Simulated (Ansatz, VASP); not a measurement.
## TaN in VASP and in Ansatz

```
Ta N
1.0
     2.95746    0.00000    0.00000
    -1.47873    2.56123    0.00000
     0.00000    0.00000    2.90209
Ta N
1 1
Direct
  0.00000 0.00000 0.50000
  0.66667 0.33333 0.00000
```

Change from the starting cell: volume scaled by 1.02.

Alike in both runs: task single point; functional RPBE; dispersion D3(BJ); k mesh 8 × 8 × 7; occupations gaussian, width 0.05 eV; non-collinear spin, spin-orbit coupling; Hubbard terms Ta d U = 3.0 eV.

```csv
,VASP,Ansatz
version,VASP 6.6.1,Ansatz 0.2.0
potentials or method,"VASP PAW PBE potentials, release 64 (Ta_pv, N), cutoff 520 eV","all-electron LAPW, relativistic spinors"
```

Ansatz gave:

* pressure (GPa): -35.9
* traceless stress, the component that is largest in VASP (GPa): -0.58
* net moment per atom (μB): 0.00

Which values does VASP return?

Pressure (GPa): -28.5; traceless stress, the component that is largest in VASP (GPa): 0.97; net moment per atom (μB): 0.00.

VASP's potentials were made for PBE, not for RPBE. The programs project onto different local orbitals, so the same U acts differently, and such runs can settle in different states. The pressures are high and differ by over a tenth, so treat them with care. Ansatz ran all-electron here, and VASP with PAW potentials.

Noted on Ansatz's run: U is the effective U less J, on atomic orbitals that reach past the spheres.
